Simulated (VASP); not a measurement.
# Al (Im-3m) in VASP: notebook, part 3 of 3

VASP 6.6.1. Earlier steps stand in the parts before.

## 5. Single point, r2SCAN

The input, POSCAR:

```
Al
1.0
   -1.5912186900      1.5912186900      1.5912186900
    1.5912186900     -1.5912186900      1.5912186900
    1.5912186900      1.5912186900     -1.5912186900
Al
1
Direct
    0.0000000000      0.0000000000      0.0000000000
```

The input, INCAR.step1:

```
PREC     = Accurate       # precision mode
ENCUT    = 550            # plane-wave cutoff, eV
ISMEAR   = 0              # smearing method
SIGMA    = 0.1            # smearing width, eV
LREAL    = F              # projectors in reciprocal space
LASPH    = T              # aspherical terms in the spheres
NELM     = 120            # most SCF steps
NBANDS   = 8              # bands
GGA      = PE             # functional
ALGO     = Normal         # electronic algorithm
EDIFF    = 1E-5           # SCF threshold, eV
LWAVE    = T              # write WAVECAR
LCHARG   = F              # write CHGCAR
GGA_COMPAT= F
```

The input, INCAR.step2:

```
PREC     = Accurate       # precision mode
ENCUT    = 550            # plane-wave cutoff, eV
EDIFF    = 1E-6           # SCF threshold, eV
ISMEAR   = 0              # smearing method
SIGMA    = 0.1            # smearing width, eV
LREAL    = F              # projectors in reciprocal space
LASPH    = T              # aspherical terms in the spheres
NELM     = 120            # most SCF steps
ALGO     = Normal         # electronic algorithm
ISIF     = 2              # what is computed and relaxed
LWAVE    = F              # write WAVECAR
LCHARG   = F              # write CHGCAR
METAGGA  = R2SCAN         # meta-GGA
LMIXTAU  = T            
NBANDS   = 8              # bands
ISTART   = 1            
GGA_COMPAT= F
```

The input, KPOINTS:

```
regular mesh
0
Gamma
  10 10 10
```

Potentials or basis: VASP PAW PBE potentials, release 64 (Al).

Launch:

```sh
> cat potpaw_PBE.64/Al/POTCAR > POTCAR
> cp INCAR.step1 INCAR
> mpirun -np 1 vasp_std > vasp.out
> cp INCAR.step2 INCAR
> mpirun -np 1 vasp_std > vasp.out
```

OUTCAR:

```text
PREC = Accurate
   ENCUT = 550
   EDIFF = 1E-6
   ISMEAR = 0
   LREAL = F
   LASPH = T
   NELM = 120
   ISIF = 2
   METAGGA = R2SCAN
   ISTART = 1

 ion  position               nearest neighbor table
   1  0.000  0.000  0.000-

  LATTYP: Found a body centered cubic cell.
 ALAT       =     3.1824373800

  Lattice vectors:

 A1 = (  -1.5912186900,   1.5912186900,   1.5912186900)
 A2 = (   1.5912186900,  -1.5912186900,   1.5912186900)
 A3 = (   1.5912186900,   1.5912186900,  -1.5912186900)

Analysis of symmetry for initial positions (statically):
=====================================================================
 Subroutine PRICEL returns:
 Original cell was already a primitive cell.

 Routine SETGRP: Setting up the symmetry group for a
 body centered cubic supercell.

 Subroutine GETGRP returns: Found 48 space group operations
 (whereof 48 operations were pure point group operations)
 out of a pool of 48 trial point group operations.

The static configuration has the point symmetry O_h .

Analysis of symmetry for dynamics (positions and initial velocities):
=====================================================================
 Subroutine PRICEL returns:
 Original cell was already a primitive cell.

 Routine SETGRP: Setting up the symmetry group for a
 body centered cubic supercell.

 Subroutine GETGRP returns: Found 48 space group operations
 (whereof 48 operations were pure point group operations)
 out of a pool of 48 trial point group operations.

The dynamic configuration has the point symmetry O_h .

 Subroutine INISYM returns: Found 48 space group operations
 (whereof 48 operations are pure point group operations),
 and found     1 'primitive' translations

----------------------------------------------------------------------------------------

                                     Primitive cell

  volume of cell :      16.1157

  direct lattice vectors                    reciprocal lattice vectors
    -1.591218690  1.591218690  1.591218690     0.000000000  0.314224565  0.314224565
     1.591218690 -1.591218690  1.591218690     0.314224565  0.000000000  0.314224565
     1.591218690  1.591218690 -1.591218690     0.314224565  0.314224565  0.000000000

  length of vectors
     2.756071617  2.756071617  2.756071617     0.444380641  0.444380641  0.444380641

  position of ions in fractional coordinates (direct lattice)
     0.000000000  0.000000000  0.000000000

  ion indices of the primitive-cell ions
   primitive index   ion index
                 1           1

----------------------------------------------------------------------------------------

 KPOINTS: regular mesh

Automatic generation of k-mesh.
 Grid dimensions read from file:
 generate k-points for:   10   10   10

 Generating k-lattice:

  Cartesian coordinates                     Fractional coordinates (reciprocal lattice)
     0.000000000  0.031422456  0.031422456     0.100000000  0.000000000  0.000000000
     0.031422456  0.000000000  0.031422456     0.000000000  0.100000000  0.000000000
     0.031422456  0.031422456  0.000000000     0.000000000  0.000000000  0.100000000

  Length of vectors
     0.044438064  0.044438064  0.044438064

  Shift w.r.t. Gamma in fractional coordinates (k-lattice)
     0.000000000  0.000000000  0.000000000

 Subroutine IBZKPT returns following result:
 ===========================================

 Found     47 irreducible k-points:

 Following reciprocal coordinates:
            Coordinates               Weight
  0.000000  0.000000  0.000000      1.000000
  0.100000  0.000000  0.000000     12.000000
  0.200000  0.000000  0.000000     12.000000
  0.300000  0.000000  0.000000     12.000000
  0.400000  0.000000  0.000000     12.000000
  0.500000  0.000000  0.000000      6.000000
[... 16 lines left out ...]
  0.300000  0.300000  0.100000      8.000000
 -0.300000  0.300000  0.100000     24.000000
 [... further k-points ...]
   k-points           NKPTS =     47   k-points in BZ     NKDIM =     47   number of bands    NBANDS=      8
   number of dos      NEDOS =    301   number of ions     NIONS =      1
   total plane-waves  NPLWV =  13824
   dimension x,y,z NGX =    24 NGY =   24 NGZ =   24
   dimension x,y,z NGXF=    48 NGYF=   48 NGZF=   48
   ions per type =               1
   NGX,Y,Z   is equivalent  to a cutoff of  14.48, 14.48, 14.48 a.u.
   NGXF,Y,Z  is equivalent  to a cutoff of  28.95, 28.95, 28.95 a.u.
 SYSTEM =  unknown system
   PREC   = accura    normal or accurate (medium, high low for compatibility)
   ISTART =      1    job   : 0-new  1-cont  2-samecut
   ICHARG =      0    charge: 1-file 2-atom 10-const
   ISPIN  =      1    spin polarized calculation?
   LNONCOLLINEAR =      F non collinear calculations
   LSORBIT =      F    spin-orbit coupling
   LASPH  =      T    aspherical Exc in radial PAW
   ENCUT  =  550.0 eV  40.42 Ry    6.36 a.u.   5.27  5.27  5.27*2*pi/ulx,y,z
   NELM   =    120;   NELMIN=  2; NELMDL=  0     # of ELM steps
   EDIFF  = 0.1E-05   stopping-criterion for ELM
   LREAL  =      F    real-space projection
   EDIFFG = 0.1E-04   stopping-criterion for IOM
   NSW    =      0    number of steps for IOM
   IBRION =     -1    ionic relax: 0-MD 1-quasi-New 2-CG
   NFREE  =      0    steps in history (QN), initial steepest desc. (CG)
   ISIF   =      2    stress and relaxation
   ISYM   =      2    0-nonsym 1-usesym 2-fastsym
   POTIM  = 0.5000    time-step for ionic-motion
   TEBEG  =    0.0;   TEEND  =   0.0 temperature during run
   PSTRESS=    0.0 pullay stress
   NELECT =       3.0000    total number of electrons
   NUPDOWN=      -1.0000    fix difference up-down
   EMIN   =  10.00;   EMAX   =-10.00  energy-range for DOS
   EFERMI =   0.00;   METHOD = LEGACY
   ISMEAR =     0;   SIGMA  =   0.10  broadening in eV -4-tet -1-fermi 0-gaus
   EFERMI_NEDOS =   21; number of points for ismear=-14 and -15
   IALGO  =     38    algorithm
   IMIX   =      4    mixing-type and parameters
     AMIX     =   0.40;   BMIX     =  1.00
     AMIX_MAG =   1.60;   BMIX_MAG =  1.00
  volume/ion in A,a.u.               =      16.12       108.75
  Fermi-wavevector in a.u.,A,eV,Ry     =   0.934757  1.766435 11.888371  0.873771
  Thomas-Fermi vector in A             =   2.061595
   LORBIT       =      0    0 simple, 1 ext, 2 COOP (PROOUT), +10 PAW based schemes
   METAGGA = R2SCAN    functional components
   LHFCALC =     F    Hartree Fock is set to
   AEXX    =    0.0000 exact exchange contribution
   IVDW    =     0    specifies the selected vdW correction
   LEPSILON=     F    determine dielectric tensor
   LRPA    =     F    only Hartree local field effects (RPA)
 non-spin polarized calculation
 Gauss-broadening in eV      SIGMA  =   0.10
  energy-cutoff  :      550.00
  volume of cell :       16.12
 maximum number of plane-waves:       490
 NGX is ok and might be reduce to    24
   NGX = 11   NGY = 11   NGZ = 11

 number of electron       3.0000000 magnetization

 Free energy of the ion-electron system (eV)
  ---------------------------------------------------
  ext. energy  EPLUGINS =         0.00000000
  ---------------------------------------------------
  free energy    TOTEN  =        -6.63384370 eV

  energy without entropy =       -6.63237423  energy(sigma->0) =       -6.63310897

 E-fermi :   8.2218     XC(G=0): -11.0099

 val. band max:        8.1078495145   @ k =   0.5000   0.5000   0.4000
 cond. band min:       8.2561561961   @ k =  -0.4000   0.4000   0.2000
 fundamental gap:      0.1483066816
 Fermi energy:         8.2218470876

 k-point     1 :       0.0000    0.0000    0.0000
  band No.  band energies     occupation
      1      -3.7493      2.00000
      2      22.4658      0.00000
      3      22.4658      0.00000
      4      22.4660      0.00000
      5      24.5697      0.00000
      6      24.5697      0.00000
      7      24.5698      0.00000
      8      25.7338      0.00000

 k-point     2 :       0.1000    0.0000    0.0000
  band No.  band energies     occupation
      1      -3.4385      2.00000
      2      19.5284      0.00000
      3      21.0666      0.00000
      4      21.3529      0.00000
      5      23.2278      0.00000
      6      24.1700      0.00000
      7      25.4035      0.00000
      8      26.0666      0.00000
[... 221 lines left out ...]
 k-point    23 :       0.3000    0.3000    0.1000
  band No.  band energies     occupation
      1       6.0770      2.00000
      2       6.0770      2.00000
      3       7.4274      2.00000
      4      12.5743      0.00000
      5      28.8296      0.00000
      6      28.8296      0.00000
      7      28.9492      0.00000
      8      33.7961      0.00000

 k-point    24 :      -0.3000    0.3000    0.1000
  band No.  band energies     occupation
      1      -0.6719      2.00000
      2      11.1316      0.00000
      3      15.7673      0.00000
      4      18.3365      0.00000
      5      21.2049      0.00000
      6      22.2863      0.00000
      7      25.0013      0.00000
      8      31.1733      0.00000

 [... further k-points ...]
[... 5 lines left out ...]
  --------------------------------------------------------------------------------------
  -------------------------------------------------------------------------------------
  Total        0.0956811      0.0956811      0.0956811      0.0000000      0.0000000      0.0000000
  in kB        9.5123347      9.5123347      9.5123347      0.0000000      0.0000000      0.0000000
  external PRESSURE =       9.5123347 kB  Pullay stress =       0.0000000 kB

 VOLUME and BASIS-vectors are now :
 -----------------------------------------------------------------------------
  energy-cutoff  :      550.00
  volume of cell :       16.12
      direct lattice vectors                 reciprocal lattice vectors
    -1.591218690  1.591218690  1.591218690     0.000000000  0.314224565  0.314224565
     1.591218690 -1.591218690  1.591218690     0.314224565  0.000000000  0.314224565
     1.591218690  1.591218690 -1.591218690     0.314224565  0.314224565  0.000000000

 POSITION                                       TOTAL-FORCE (eV/Angst)
 -----------------------------------------------------------------------------------
      0.00000      0.00000      0.00000        -0.000000      0.000000     -0.000000
 -----------------------------------------------------------------------------------
    total drift:                                0.000000      0.000000      0.000000

  FREE ENERGIE OF THE ION-ELECTRON SYSTEM (eV)
  ---------------------------------------------------
  free  energy   TOTEN  =        -6.6338437046 eV

  energy  without entropy=       -6.6323742262  energy(sigma->0) =       -6.63310897
```

It took 41 s on 1 thread of AMD EPYC 7R13, shared host; peak memory 0.11 GiB.

What came out:

```
Free energy : -6.6338 eV
Pressure    : 1.0 GPa
```

Caveat: the PAW data sets were made with another functional, which shifts forces and pressure a little.

## 6. The runs side by side

```csv
level,spin,fixed moment (μB),k mesh,cutoff (eV),smearing,gap on the mesh (eV),pressure (GPa),moment (μB)
PBE,"collinear, ferromagnetic start",2.0,6 × 6 × 6,500,gaussian 0.1 eV,-,32.7,2.00
PBE,"collinear, zero start",-,"1 × 6 × 11, shifted",500,methfessel-paxton 0.098 eV,none,20.3,0.00
r2SCAN,off,-,10 × 10 × 10,550,gaussian 0.1 eV,none,1.0,-
```

Alike in all rows: task single point; potentials or basis VASP PAW PBE potentials, release 64 (Al); cell as given.

Caveats: some runs use coarse meshes; the total moment is fixed, so each spin has its own Fermi level (some runs); the PAW data sets were made with another functional, which shifts forces and pressure a little (some runs).

Total energies depend on the potentials used, so only differences within one code and one set of settings carry meaning.
